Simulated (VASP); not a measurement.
# I (Pm-3m) in VASP: a series of runs

I is run at these levels: LDA, PBE; tasks: single point.

All numbers are computed with VASP 6.6.1; they aren't measurements. Logs are shortened: lines on timing, memory, paths and dates and some standing lists are left out, and cuts for length are marked.

### Step 1. The cell of the first run

It takes space group Pm-3m (No. 221, cubic). The conventional cell has a = 2.524 Å, b = 2.524 Å, c = 2.524 Å, α = 90.00°, β = 90.00°, γ = 90.00°. I (site symmetry m-3m) has 6 I at 2.52 Å within 3.3 Å.

### Step 2. Single point, LDA (volume scaled by 0.43, level accurate)

INCAR

```
SYSTEM = I
PREC = Accurate
ENCUT = 520
EDIFF = 1E-6
ISMEAR = -1
SIGMA = 0.05
LREAL = .FALSE.
LASPH = .TRUE.
NELM = 100
ALGO = Normal
ISIF = 2
LWAVE = .FALSE.
LCHARG = .TRUE.
GGA = CA
LELF = .TRUE.
LVHAR = .TRUE.
NBANDS = 10
```

KPOINTS

```
regular mesh
0
G
  13 13 13
  0 0 0
```

POSCAR

```
I
1.0
    2.5236214544      0.0000000000      0.0000000000
    0.0000000000      2.5236214544      0.0000000000
    0.0000000000      0.0000000000      2.5236214544
I
1
Direct
    0.0000000000      0.0000000000      0.0000000000
```

Potentials or basis: VASP PAW LDA potentials, release 64 (I).

Launch:

```
cat potpaw_LDA.64/I/POTCAR > POTCAR
mpirun -np 1 vasp_std > vasp.out
```

OUTCAR:

```text
SYSTEM = I
   PREC = Accurate
   ENCUT = 520
   EDIFF = 1E-6
   ISMEAR = -1
   LREAL = .FALSE.
   LASPH = .TRUE.
   NELM = 100
   ISIF = 2
   GGA = CA

 ion  position               nearest neighbor table
   1  0.000  0.000  0.000-

  LATTYP: Found a simple cubic cell.
 ALAT       =     2.5236214544

  Lattice vectors:

 A1 = (   2.5236214544,   0.0000000000,   0.0000000000)
 A2 = (   0.0000000000,   2.5236214544,   0.0000000000)
 A3 = (   0.0000000000,   0.0000000000,   2.5236214544)

Analysis of symmetry for initial positions (statically):
=====================================================================
 Subroutine PRICEL returns:
 Original cell was already a primitive cell.

 Routine SETGRP: Setting up the symmetry group for a
 simple cubic supercell.

 Subroutine GETGRP returns: Found 48 space group operations
 (whereof 48 operations were pure point group operations)
 out of a pool of 48 trial point group operations.

The static configuration has the point symmetry O_h .

Analysis of symmetry for dynamics (positions and initial velocities):
=====================================================================
 Subroutine PRICEL returns:
 Original cell was already a primitive cell.

 Routine SETGRP: Setting up the symmetry group for a
 simple cubic supercell.

 Subroutine GETGRP returns: Found 48 space group operations
 (whereof 48 operations were pure point group operations)
 out of a pool of 48 trial point group operations.

The dynamic configuration has the point symmetry O_h .

 Subroutine INISYM returns: Found 48 space group operations
 (whereof 48 operations are pure point group operations),
 and found     1 'primitive' translations

----------------------------------------------------------------------------------------

                                     Primitive cell

  volume of cell :      16.0721

  direct lattice vectors                    reciprocal lattice vectors
     2.523621454  0.000000000  0.000000000     0.396255943  0.000000000  0.000000000
     0.000000000  2.523621454  0.000000000     0.000000000  0.396255943  0.000000000
     0.000000000  0.000000000  2.523621454     0.000000000  0.000000000  0.396255943

  length of vectors
     2.523621454  2.523621454  2.523621454     0.396255943  0.396255943  0.396255943

  position of ions in fractional coordinates (direct lattice)
     0.000000000  0.000000000  0.000000000

  ion indices of the primitive-cell ions
   primitive index   ion index
                 1           1

----------------------------------------------------------------------------------------

 KPOINTS: regular mesh

Automatic generation of k-mesh.
 Grid dimensions read from file:
 generate k-points for:   13   13   13

 Generating k-lattice:

  Cartesian coordinates                     Fractional coordinates (reciprocal lattice)
     0.030481226  0.000000000  0.000000000     0.076923077  0.000000000  0.000000000
     0.000000000  0.030481226  0.000000000     0.000000000  0.076923077  0.000000000
     0.000000000  0.000000000  0.030481226     0.000000000  0.000000000  0.076923077

  Length of vectors
     0.030481226  0.030481226  0.030481226

  Shift w.r.t. Gamma in fractional coordinates (k-lattice)
     0.000000000  0.000000000  0.000000000

 Subroutine IBZKPT returns following result:
 ===========================================

 Found     84 irreducible k-points:

 Following reciprocal coordinates:
            Coordinates               Weight
  0.000000  0.000000  0.000000      1.000000
  0.076923  0.000000  0.000000      6.000000
  0.153846  0.000000  0.000000      6.000000
  0.230769  0.000000  0.000000      6.000000
  0.307692  0.000000  0.000000      6.000000
  0.384615  0.000000  0.000000      6.000000
[... 16 lines left out ...]
  0.307692  0.307692  0.000000     12.000000
  0.384615  0.307692  0.000000     24.000000
 [... further k-points ...]
   k-points           NKPTS =     84   k-points in BZ     NKDIM =     84   number of bands    NBANDS=     10
   number of dos      NEDOS =    301   number of ions     NIONS =      1
   total plane-waves  NPLWV =   8000
   dimension x,y,z NGX =    20 NGY =   20 NGZ =   20
   dimension x,y,z NGXF=    40 NGYF=   40 NGZF=   40
   ions per type =               1
   NGX,Y,Z   is equivalent  to a cutoff of  13.18, 13.18, 13.18 a.u.
   NGXF,Y,Z  is equivalent  to a cutoff of  26.35, 26.35, 26.35 a.u.
 SYSTEM =  I
   PREC   = accura    normal or accurate (medium, high low for compatibility)
   ISTART =      0    job   : 0-new  1-cont  2-samecut
   ICHARG =      2    charge: 1-file 2-atom 10-const
   ISPIN  =      1    spin polarized calculation?
   LNONCOLLINEAR =      F non collinear calculations
   LSORBIT =      F    spin-orbit coupling
   LASPH  =      T    aspherical Exc in radial PAW
   ENCUT  =  520.0 eV  38.22 Ry    6.18 a.u.   4.69  4.69  4.69*2*pi/ulx,y,z
   NELM   =    100;   NELMIN=  2; NELMDL= -5     # of ELM steps
   EDIFF  = 0.1E-05   stopping-criterion for ELM
   LREAL  =      F    real-space projection
   EDIFFG = 0.1E-04   stopping-criterion for IOM
   NSW    =      0    number of steps for IOM
   IBRION =     -1    ionic relax: 0-MD 1-quasi-New 2-CG
   NFREE  =      0    steps in history (QN), initial steepest desc. (CG)
   ISIF   =      2    stress and relaxation
   ISYM   =      2    0-nonsym 1-usesym 2-fastsym
   POTIM  = 0.5000    time-step for ionic-motion
   TEBEG  =    0.0;   TEEND  =   0.0 temperature during run
   PSTRESS=    0.0 pullay stress
   NELECT =       7.0000    total number of electrons
   NUPDOWN=      -1.0000    fix difference up-down
   EMIN   =  10.00;   EMAX   =-10.00  energy-range for DOS
   EFERMI =   0.00;   METHOD = LEGACY
   ISMEAR =    -1;   SIGMA  =   0.05  broadening in eV -4-tet -1-fermi 0-gaus
   EFERMI_NEDOS =   21; number of points for ismear=-14 and -15
   IALGO  =     38    algorithm
   IMIX   =      4    mixing-type and parameters
     AMIX     =   0.40;   BMIX     =  1.00
     AMIX_MAG =   1.60;   BMIX_MAG =  1.00
  volume/ion in A,a.u.               =      16.07       108.46
  Fermi-wavevector in a.u.,A,eV,Ry     =   1.240938  2.345032 20.951969  1.539926
  Thomas-Fermi vector in A             =   2.375357
   LORBIT       =      0    0 simple, 1 ext, 2 COOP (PROOUT), +10 PAW based schemes
   GGA     = CA    functional components
   LHFCALC =     F    Hartree Fock is set to
   AEXX    =    0.0000 exact exchange contribution
   IVDW    =     0    specifies the selected vdW correction
   LEPSILON=     F    determine dielectric tensor
   LRPA    =     F    only Hartree local field effects (RPA)
 non-spin polarized calculation
  energy-cutoff  :      520.00
  volume of cell :       16.07
 maximum number of plane-waves:       461
 NGX is ok and might be reduce to    20
   NGX =  9   NGY =  9   NGZ =  9

 number of electron       7.0000002 magnetization

 Free energy of the ion-electron system (eV)
  ---------------------------------------------------
  ext. energy  EPLUGINS =         0.00000000
  ---------------------------------------------------
  free energy    TOTEN  =         4.00635703 eV

  energy without entropy =        4.01345506  energy(sigma->0) =        4.00990605

 E-fermi :  19.6168     XC(G=0): -12.9023

 val. band max:       19.6026995823   @ k =   0.2308   0.1538   0.0769
 cond. band min:      19.6258631308   @ k =   0.4615   0.3077   0.0769
 fundamental gap:      0.0231635486
 Fermi energy:        19.6168064057

 k-point     1 :       0.0000    0.0000    0.0000
  band No.  band energies     occupation
      1      -4.0145      2.00000
      2      19.4020      1.97313
      3      19.4020      1.97313
      4      19.4020      1.97313
      5      23.6905      0.00000
      6      23.6905      0.00000
      7      28.3864      0.00000
      8      38.7984      0.00000
      9      38.7984      0.00000
     10      38.7984      0.00000

 k-point     2 :       0.0769    0.0000    0.0000
  band No.  band energies     occupation
      1      -3.8743      2.00000
      2      17.6794      2.00000
      3      19.5515      1.57340
      4      19.5515      1.57340
      5      23.7804      0.00000
      6      24.9492      0.00000
      7      29.0697      0.00000
      8      37.7853      0.00000
      9      38.2857      0.00000
     10      38.2857      0.00000

 k-point     3 :       0.1538    0.0000    0.0000
  band No.  band energies     occupation
      1      -3.4555      2.00000
      2      14.7975      2.00000
      3      19.9886      0.00118
      4      19.9886      0.00118
      5      24.0508      0.00000
      6      26.2041      0.00000
      7      31.3450      0.00000
      8      35.8008      0.00000
      9      36.9062      0.00000
     10      36.9062      0.00000

 k-point     4 :       0.2308    0.0000    0.0000
  band No.  band energies     occupation
      1      -2.7659      2.00000
      2      11.8985      2.00000
      3      20.6750      0.00000
      4      20.6750      0.00000
      5      24.5029      0.00000
      6      26.9034      0.00000
      7      33.7291      0.00000
      8      34.5622      0.00000
      9      35.1382      0.00000
     10      35.1382      0.00000
[... 222 lines left out ...]
 k-point    22 :       0.4615    0.2308    0.0000
  band No.  band energies     occupation
      1       1.4858      2.00000
      2       6.4850      2.00000
      3      15.6569      2.00000
      4      21.6781      0.00000
      5      24.4619      0.00000
      6      29.0887      0.00000
      7      30.3199      0.00000
      8      31.7178      0.00000
      9      38.4761      0.00000
     10      38.5063      0.00000

 k-point    23 :       0.3077    0.3077    0.0000
  band No.  band energies     occupation
      1       0.3588      2.00000
      2      10.5114      2.00000
      3      12.0252      2.00000
      4      22.4551      0.00000
      5      23.7953      0.00000
      6      27.9509      0.00000
      7      32.9589      0.00000
      8      34.8309      0.00000
      9      35.1295      0.00000
     10      36.7167      0.00000

 k-point    24 :       0.3846    0.3077    0.0000
  band No.  band energies     occupation
      1       1.4741      2.00000
      2       8.7805      2.00000
      3      12.3250      2.00000
      4      20.6445      0.00000
      5      24.7531      0.00000
      6      28.7586      0.00000
      7      32.0620      0.00000
      8      33.3715      0.00000
      9      35.8076      0.00000
     10      36.9370      0.00000

 [... further k-points ...]
[... 5 lines left out ...]
  --------------------------------------------------------------------------------------
  -------------------------------------------------------------------------------------
  Total       17.3462548     17.3462548     17.3462548      0.0000000     -0.0000000      0.0000000
  in kB     1729.1938053   1729.1938053   1729.1938053      0.0000000     -0.0000000      0.0000000
  external PRESSURE =    1729.1938053 kB  Pullay stress =       0.0000000 kB

 VOLUME and BASIS-vectors are now :
 -----------------------------------------------------------------------------
  energy-cutoff  :      520.00
  volume of cell :       16.07
      direct lattice vectors                 reciprocal lattice vectors
     2.523621454  0.000000000  0.000000000     0.396255943  0.000000000  0.000000000
     0.000000000  2.523621454  0.000000000     0.000000000  0.396255943  0.000000000
     0.000000000  0.000000000  2.523621454     0.000000000  0.000000000  0.396255943

 POSITION                                       TOTAL-FORCE (eV/Angst)
 -----------------------------------------------------------------------------------
      0.00000      0.00000      0.00000         0.000000      0.000000      0.000000
 -----------------------------------------------------------------------------------
    total drift:                               -0.000000     -0.000000      0.000000

  FREE ENERGIE OF THE ION-ELECTRON SYSTEM (eV)
  ---------------------------------------------------
  free  energy   TOTEN  =         4.0063570349 eV

  energy  without entropy=        4.0134550644  energy(sigma->0) =        4.00990605
```

Wall time 4.8 s (1 thread of Intel Xeon 6975P-C, shared host); peak memory 0.12 GiB.

Results:

```yaml
Free_energy: 4.0064 eV
Pressure: 172.9 GPa
```

Levels at points of the mesh, in eV from the Fermi level:
| k point | band 1 | band 2 | band 3 | band 4 | band 5 | band 6 | band 7 | band 8 |
| --- | --- | --- | --- | --- | --- | --- | --- | --- |
| (0.00, 0.00, 0.00) | -23.63 | -0.21 | -0.21 | -0.21 | 4.07 | 4.07 | 8.77 | 19.18 |

Caveat: spin-orbit coupling is left out, which moves the levels of the heavy elements; an odd number of electrons without spin polarisation forces a metal; a magnetic or distorted state may lie lower.

### Step 3. Single point, PBE

INCAR

```
SYSTEM = I
ALGO     = Normal         ! electronic algorithm
EDIFF    = 1E-7           ! SCF threshold, eV
ENCUT    = 520            ! plane-wave cutoff, eV
GGA      = PE             ! functional
ISIF     = 2              ! what is computed and relaxed
ISMEAR   = -1             ! smearing method
LASPH    = .True.         ! aspherical terms in the spheres
LCHARG   = .False.        ! write CHGCAR
LREAL    = .False.        ! projectors in reciprocal space
LWAVE    = .False.        ! write WAVECAR
NBANDS   = 10             ! bands
NELM     = 80             ! most SCF steps
PREC     = Accurate       ! precision mode
SIGMA    = 0.05           ! smearing width, eV
```

KPOINTS

```
k-points
0
Gamma
  13 13 13
  0 0 0
```

POSCAR is that of step 2.

Potentials or basis: VASP PAW PBE potentials, release 64 (I).

Launch:

```
cat potpaw_PBE.64/I/POTCAR > POTCAR
mpirun -np 1 vasp_std > vasp.out
```

Run time: 6.1 s. Hardware: 1 thread of Intel Xeon 6975P-C, shared host; peak memory 0.13 GiB.

Results (log left out):

| Quantity | Value |
| --- | --- |
| Free energy | 5.3293 eV |
| Pressure | 182.0 GPa |

Levels at points of the mesh, in eV from the Fermi level:
```csv
k point,band 2,band 3,band 4,band 5,band 6,band 7
"(0.00, 0.00, 0.00)",-0.16,-0.16,-0.16,3.96,3.96,8.81
```

Caveat: spin-orbit coupling is left out, which moves the levels of the heavy elements; an odd number of electrons without spin polarisation forces a metal; a magnetic or distorted state may lie lower.

### Step 4. Single point, LDA (volume scaled by 0.5)

INCAR

```
SYSTEM = I
ALGO = Normal
EDIFF = 1E-6
ENCUT = 520
ISIF = 2
ISMEAR = -1
LASPH = .True.
LCHARG = .False.
LREAL = .False.
LWAVE = .False.
NBANDS = 10
NELM = 80
PREC = Accurate
SIGMA = 0.05
```

KPOINTS is that of step 3.

POSCAR

```
I
1.0
    2.6537381047      0.0000000000      0.0000000000
    0.0000000000      2.6537381047      0.0000000000
    0.0000000000      0.0000000000      2.6537381047
I
1
Direct
    0.0000000000      0.0000000000      0.0000000000
```

Potentials or basis: VASP PAW LDA potentials, release 64 (I).

Launch:

```
cat potpaw_LDA.64/I/POTCAR > POTCAR
mpirun -np 1 vasp_std > vasp.out
```

It took 5.4 s on 1 thread of Intel Xeon 6975P-C, shared host; peak memory 0.13 GiB.

Results (log left out):

- Free energy: 1.7857 eV
- Pressure: 106.1 GPa

Levels at points of the mesh, in eV from the Fermi level:
```
           k point  band 1  band 2  band 3  band 4  band 5  band 6  band 7  band 8  band 9
(0.00, 0.00, 0.00)  -21.56   -0.41   -0.41   -0.41    4.16    4.16    7.65   18.88   18.88
```

Caveat: spin-orbit coupling is left out, which moves the levels of the heavy elements; an odd number of electrons without spin polarisation forces a metal; a magnetic or distorted state may lie lower.

(Continued in part 2 of 2.)
